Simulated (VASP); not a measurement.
# Sn (I4/mmm) in VASP: further runs, part 2 of 2

VASP 6.6.1.

### Step 4. Single point, PBEsol (strain +0.000 along x and y, -0.015 along z)

File INCAR:

```
PREC = Accurate
ENCUT = 520
EDIFF = 1E-7
ISMEAR = 0
SIGMA = 0.15
LREAL = F
LASPH = T
NELM = 100
ALGO = Fast
ISIF = 2
LWAVE = F
LCHARG = T
GGA = PS
LELF = T
LVHAR = T
NBANDS = 13
```

File KPOINTS:

```
regular mesh
0
Gamma
  18 18 18
```

File POSCAR:

```
Sn
1.0
   -1.8946518192      1.8946518192      1.8662320419
    1.8946518192     -1.8946518192      1.8662320419
    1.8946518192      1.8946518192     -1.8662320419
Sn
1
Direct
    0.0000000000      0.0000000000      0.0000000000
```

Potentials or basis: VASP PAW PBE potentials, release 64 (Sn_d).

The run is started by

```sh
> cat potpaw_PBE.64/Sn_d/POTCAR > POTCAR
> mpirun -np 1 vasp_std > vasp.out
```

OUTCAR:

```text
PREC = Accurate
   ENCUT = 520
   EDIFF = 1E-7
   ISMEAR = 0
   LREAL = F
   LASPH = T
   NELM = 100
   ISIF = 2
   GGA = PS

 ion  position               nearest neighbor table
   1  0.000  0.000  0.000-

  LATTYP: Found a body centered tetragonal cell.
 ALAT       =     3.7893036384
 C/A-ratio  =     0.9850000000

  Lattice vectors:

 A1 = (  -1.8946518192,   1.8946518192,   1.8662320419)
 A2 = (   1.8946518192,  -1.8946518192,   1.8662320419)
 A3 = (   1.8946518192,   1.8946518192,  -1.8662320419)

Analysis of symmetry for initial positions (statically):
=====================================================================
 Subroutine PRICEL returns:
 Original cell was already a primitive cell.

 Routine SETGRP: Setting up the symmetry group for a
 body centered tetragonal supercell.

 Subroutine GETGRP returns: Found 16 space group operations
 (whereof 16 operations were pure point group operations)
 out of a pool of 16 trial point group operations.

The static configuration has the point symmetry D_4h.

Analysis of symmetry for dynamics (positions and initial velocities):
=====================================================================
 Subroutine PRICEL returns:
 Original cell was already a primitive cell.

 Routine SETGRP: Setting up the symmetry group for a
 body centered tetragonal supercell.

 Subroutine GETGRP returns: Found 16 space group operations
 (whereof 16 operations were pure point group operations)
 out of a pool of 16 trial point group operations.

The dynamic configuration has the point symmetry D_4h.

 Subroutine INISYM returns: Found 16 space group operations
 (whereof 16 operations are pure point group operations),
 and found     1 'primitive' translations

----------------------------------------------------------------------------------------

                                     Primitive cell

  volume of cell :      26.7969

  direct lattice vectors                    reciprocal lattice vectors
    -1.894651819  1.894651819  1.866232042     0.000000000  0.263900731  0.267919524
     1.894651819 -1.894651819  1.866232042     0.263900731  0.000000000  0.267919524
     1.894651819  1.894651819 -1.866232042     0.263900731  0.263900731  0.000000000

  length of vectors
     3.265307499  3.265307499  3.265307499     0.376064445  0.376064445  0.373211993

  position of ions in fractional coordinates (direct lattice)
     0.000000000  0.000000000  0.000000000

  ion indices of the primitive-cell ions
   primitive index   ion index
                 1           1

----------------------------------------------------------------------------------------

 KPOINTS: regular mesh

Automatic generation of k-mesh.
 Grid dimensions read from file:
 generate k-points for:   18   18   18

 Generating k-lattice:

  Cartesian coordinates                     Fractional coordinates (reciprocal lattice)
     0.000000000  0.014661152  0.014884418     0.055555556  0.000000000  0.000000000
     0.014661152  0.000000000  0.014884418     0.000000000  0.055555556  0.000000000
     0.014661152  0.014661152  0.000000000     0.000000000  0.000000000  0.055555556

  Length of vectors
     0.020892469  0.020892469  0.020734000

  Shift w.r.t. Gamma in fractional coordinates (k-lattice)
     0.000000000  0.000000000  0.000000000

 Subroutine IBZKPT returns following result:
 ===========================================

 Found    480 irreducible k-points:

 Following reciprocal coordinates:
            Coordinates               Weight
  0.000000  0.000000  0.000000      1.000000
  0.055556  0.000000 -0.000000      8.000000
  0.111111  0.000000 -0.000000      8.000000
  0.166667  0.000000  0.000000      8.000000
  0.222222  0.000000 -0.000000      8.000000
  0.277778 -0.000000  0.000000      8.000000
[... 16 lines left out ...]
 -0.277778  0.055556  0.000000     16.000000
 -0.222222  0.055556  0.000000     16.000000
 [... further k-points ...]
   k-points           NKPTS =    480   k-points in BZ     NKDIM =    480   number of bands    NBANDS=     13
   number of dos      NEDOS =    301   number of ions     NIONS =      1
   total plane-waves  NPLWV =  13824
   dimension x,y,z NGX =    24 NGY =   24 NGZ =   24
   dimension x,y,z NGXF=    48 NGYF=   48 NGZF=   48
   ions per type =               1
   NGX,Y,Z   is equivalent  to a cutoff of  12.22, 12.22, 12.22 a.u.
   NGXF,Y,Z  is equivalent  to a cutoff of  24.44, 24.44, 24.44 a.u.
 SYSTEM =  unknown system
   PREC   = accura    normal or accurate (medium, high low for compatibility)
   ISTART =      0    job   : 0-new  1-cont  2-samecut
   ICHARG =      2    charge: 1-file 2-atom 10-const
   ISPIN  =      1    spin polarized calculation?
   LNONCOLLINEAR =      F non collinear calculations
   LSORBIT =      F    spin-orbit coupling
   LASPH  =      T    aspherical Exc in radial PAW
   ENCUT  =  520.0 eV  38.22 Ry    6.18 a.u.   6.07  6.07  6.07*2*pi/ulx,y,z
   NELM   =    100;   NELMIN=  2; NELMDL= -5     # of ELM steps
   EDIFF  = 0.1E-06   stopping-criterion for ELM
   LREAL  =      F    real-space projection
   EDIFFG = 0.1E-05   stopping-criterion for IOM
   NSW    =      0    number of steps for IOM
   IBRION =     -1    ionic relax: 0-MD 1-quasi-New 2-CG
   NFREE  =      0    steps in history (QN), initial steepest desc. (CG)
   ISIF   =      2    stress and relaxation
   ISYM   =      2    0-nonsym 1-usesym 2-fastsym
   POTIM  = 0.5000    time-step for ionic-motion
   TEBEG  =    0.0;   TEEND  =   0.0 temperature during run
   PSTRESS=    0.0 pullay stress
   NELECT =      14.0000    total number of electrons
   NUPDOWN=      -1.0000    fix difference up-down
   EMIN   =  10.00;   EMAX   =-10.00  energy-range for DOS
   EFERMI =   0.00;   METHOD = LEGACY
   ISMEAR =     0;   SIGMA  =   0.15  broadening in eV -4-tet -1-fermi 0-gaus
   EFERMI_NEDOS =   21; number of points for ismear=-14 and -15
   IALGO  =     68    algorithm
   IMIX   =      4    mixing-type and parameters
     AMIX     =   0.40;   BMIX     =  1.00
     AMIX_MAG =   1.60;   BMIX_MAG =  1.00
  volume/ion in A,a.u.               =      26.80       180.83
  Fermi-wavevector in a.u.,A,eV,Ry     =   1.318528  2.491657 23.653947  1.738516
  Thomas-Fermi vector in A             =   2.448491
   LORBIT       =      0    0 simple, 1 ext, 2 COOP (PROOUT), +10 PAW based schemes
   GGA     = PS    functional components
   LHFCALC =     F    Hartree Fock is set to
   AEXX    =    0.0000 exact exchange contribution
   IVDW    =     0    specifies the selected vdW correction
   LEPSILON=     F    determine dielectric tensor
   LRPA    =     F    only Hartree local field effects (RPA)
 non-spin polarized calculation
 RMM-DIIS sequential band-by-band and
 Gauss-broadening in eV      SIGMA  =   0.15
  energy-cutoff  :      520.00
  volume of cell :       26.80
 maximum number of plane-waves:       734
   NGX = 13   NGY = 13   NGZ = 13

 number of electron      13.9999992 magnetization

 Free energy of the ion-electron system (eV)
  ---------------------------------------------------
  ext. energy  EPLUGINS =         0.00000000
  ---------------------------------------------------
  free energy    TOTEN  =        -4.23028391 eV

  energy without entropy =       -4.22306994  energy(sigma->0) =       -4.22667692

 E-fermi :   8.0949     XC(G=0): -10.5720

 val. band max:        8.0948179053   @ k =  -0.4444  -0.4444   0.1667
 cond. band min:       8.0997214042   @ k =  -0.2222  -0.4444   0.0556
 fundamental gap:      0.0049034989
 Fermi energy:         8.0948977714

 k-point     1 :       0.0000    0.0000    0.0000
  band No.  band energies     occupation
      1     -13.3542      2.00000
      2     -13.3507      2.00000
      3     -13.3507      2.00000
      4     -13.2106      2.00000
      5     -13.2015      2.00000
      6      -3.1015      2.00000
      7      16.1477      0.00000
      8      16.1477      0.00000
      9      16.2484      0.00000
     10      20.1935      0.00000
     11      20.1935      0.00000
     12      20.3886      0.00000
     13      20.7561      0.00000
[... 353 lines left out ...]
 k-point    24 :      -0.2222    0.0556    0.0000
  band No.  band energies     occupation
      1     -13.3660      2.00000
      2     -13.3340      2.00000
      3     -13.2720      2.00000
      4     -13.2223      2.00000
      5     -13.2080      2.00000
      6      -2.2140      2.00000
      7      11.4544      0.00000
      8      13.5962      0.00000
      9      14.8200      0.00000
     10      17.7386      0.00000
     11      18.3939      0.00000
     12      20.0449      0.00000
     13      22.6414      0.00000

 [... further k-points ...]

------------------------ aborting loop because EDIFF is reached ----------------------------------------

  FORCE on cell =-STRESS in cart. coord.  units (eV):
  Direction    XX          YY          ZZ          XY          YZ          ZX
  --------------------------------------------------------------------------------------
  -------------------------------------------------------------------------------------
  Total       -0.1679776     -0.1679776     -0.2689794      0.0000000      0.0000000      0.0000000
  in kB      -10.0433237    -10.0433237    -16.0821896      0.0000000      0.0000000      0.0000000
  external PRESSURE =     -12.0562790 kB  Pullay stress =       0.0000000 kB

 VOLUME and BASIS-vectors are now :
 -----------------------------------------------------------------------------
  energy-cutoff  :      520.00
  volume of cell :       26.80
      direct lattice vectors                 reciprocal lattice vectors
    -1.894651819  1.894651819  1.866232042     0.000000000  0.263900731  0.267919524
     1.894651819 -1.894651819  1.866232042     0.263900731  0.000000000  0.267919524
     1.894651819  1.894651819 -1.866232042     0.263900731  0.263900731  0.000000000

 POSITION                                       TOTAL-FORCE (eV/Angst)
 -----------------------------------------------------------------------------------
      0.00000      0.00000      0.00000        -0.000000      0.000000     -0.000000
 -----------------------------------------------------------------------------------
    total drift:                                0.000000      0.000000      0.000000

  FREE ENERGIE OF THE ION-ELECTRON SYSTEM (eV)
  ---------------------------------------------------
  free  energy   TOTEN  =        -4.2302839084 eV

  energy  without entropy=       -4.2230699354  energy(sigma->0) =       -4.22667692
```

OSZICAR:

```text
N       E                     dE             d eps       ncg     rms          rms(c)
DAV:   1     0.807356642888E+02    0.80736E+02   -0.71621E+03 12934   0.161E+03
DAV:   2     0.142687387105E+01   -0.79309E+02   -0.76826E+02 13360   0.341E+02
DAV:   3    -0.413535735105E+01   -0.55622E+01   -0.55376E+01 14940   0.733E+01
DAV:   4    -0.424752589901E+01   -0.11217E+00   -0.11215E+00 14690   0.111E+01
DAV:   5    -0.425143774390E+01   -0.39118E-02   -0.39118E-02 16257   0.202E+00    0.138E+00
RMM:   6    -0.423522175051E+01    0.16216E-01   -0.15243E-02 15776   0.165E+00    0.773E-01
RMM:   7    -0.423047722915E+01    0.47445E-02   -0.10335E-02 15593   0.122E+00    0.121E-01
RMM:   8    -0.423025007655E+01    0.22715E-03   -0.91610E-04 17514   0.426E-01    0.297E-02
RMM:   9    -0.423028081462E+01   -0.30738E-04   -0.31821E-04 19440   0.165E-01    0.251E-02
RMM:  10    -0.423028292647E+01   -0.21118E-05   -0.45941E-05 16606   0.998E-02    0.917E-03
RMM:  11    -0.423028350536E+01   -0.57889E-06   -0.22545E-05 19339   0.502E-02    0.512E-03
RMM:  12    -0.423028395799E+01   -0.45263E-06   -0.51690E-06 19839   0.214E-02    0.335E-03
RMM:  13    -0.423028390839E+01    0.49603E-07   -0.55792E-07 12993   0.678E-03
   1 F= -.42302839E+01 E0= -.42266769E+01  d E =-.721397E-02
```

It took 86 s on 1 thread of Intel Xeon 6975P-C, shared host; peak memory 0.26 GiB.

What came out:

| Quantity | Value |
| --- | --- |
| Free energy | -4.2303 eV |
| Pressure | -1.2 GPa |
| Band gap on the k mesh | zero (band 7 reaches 16.15 eV, above the bottom of band 8 at 5.60 eV) |

Stress tensor (GPa, compression positive):
```
-1.00  0.00  0.00
 0.00 -1.00  0.00
 0.00  0.00 -1.61
```

Caveat: the cell differs from its parent crystal (strain +0.000 along x and y, -0.015 along z); the PAW data sets were made with another functional, which shifts forces and pressure a little; spin-orbit coupling is left out, which moves the levels of the heavy elements.

### Step 5. The runs side by side

```tsv
cell	further INCAR settings	gap on the mesh (eV)	pressure (GPa)
a = 3.249 Å, angles 108.7, 108.7, 111.1°, 1 atom	ALGO = Fast; EDIFF = 1e-06; NBANDS = 13	none	-0.4
a = 3.249 Å, angles 109.9, 109.9, 108.7°, 1 atom	ALGO = Fast; EDIFF = 1e-06; NBANDS = 13	none	-0.4
a = 3.265 Å, angles 109.1, 109.1, 110.3°, 1 atom	ALGO = Fast; EDIFF = 1e-07; NBANDS = 13	none	-1.2
```

Alike in all rows: task single point; level PBEsol; potentials or basis VASP PAW PBE potentials, release 64 (Sn_d); no spin polarisation; k mesh 18 × 18 × 18; cutoff (eV) 520; smearing gaussian 0.15 eV.

Caveats: the PAW data sets were made with another functional, which shifts forces and pressure a little; spin-orbit coupling is left out, which moves the levels of the heavy elements.

Total energies depend on the potentials used, so only differences within one code and one set of settings carry meaning.
